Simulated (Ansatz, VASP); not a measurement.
# Al in VASP and in Ansatz

```
Al
1.0
    -1.45808    1.45808    4.44516
     1.45808   -1.45808    4.44516
     1.45808    1.45808   -4.44516
Al
2
Direct
  0.35258 0.35258 0.00000
  0.64742 0.64742 0.00000
```

Alike in both runs: functional PBE; k mesh 8 × 8 × 8; occupations gaussian, width 0.1 eV; no spin polarisation.

Ansatz relaxed the structure, and its values are those at the end. VASP's run is a single point on that final structure, the one shown.

|  | VASP | Ansatz |
| --- | --- | --- |
| version | VASP 6.6.1 | Ansatz 0.2.0 |
| potentials or method | VASP PAW PBE potentials, release 64 (Al), cutoff 520 eV | scalar-relativistic, plane waves, PAW |
| valence electrons in the cell | 6 | 6 |

Ansatz gave:

* gap on the k mesh at the Fermi level (eV): none
* pressure (GPa): 0.1
* rms of the force components (eV/Å): 0.008

Question: What did VASP give for the same quantities?

Answer: gap on the k mesh at the Fermi level (eV): none; pressure (GPa): 0.0; rms of the force components (eV/Å): 0.007.

A gap of «none» marks a metal or a gap that the smearing closes.

The k mesh is coarse, so the values compare programs but aren't converged.
